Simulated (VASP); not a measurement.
A run of VASP 6.6.1:

Contents of INCAR:

```
SYSTEM = O
ALGO = Normal
EDIFF = 1E-6
ENCUT = 520
GGA = PE
ISIF = 2
ISMEAR = -5
LASPH = .True.
LCHARG = .False.
LREAL = .False.
LWAVE = .False.
NBANDS = 13
NELM = 60
PREC = Accurate
SIGMA = 0.1
```

KPOINTS

```
k-points
0
Gamma
  6 6 4
  0 0 0
```

POSCAR

```
O
1.0
    2.7015000000     -1.7145000000      0.0000000000
    2.7015000000      1.7145000000      0.0000000000
   -1.9649900000      0.0000000000      3.7479900000
O
2
Direct
    0.0598570273      0.0598570273      0.1623244811
    0.9401429727      0.9401429727      0.8376755189
```

Potentials or basis: VASP PAW PBE potentials, release 64 (O).

Command:

```sh
$ cat potpaw_PBE.64/O/POTCAR > POTCAR
$ mpirun -np 1 vasp_std > vasp.out
```

Hardware: 1 thread of Intel Xeon 8259CL (shared host).

Estimate the wall time of this run.

Wall time 18 s on 1 thread of Intel Xeon 8259CL, with other jobs on the host, peak memory 0.15 GiB. Counts: scf iterations 11, k points 47.
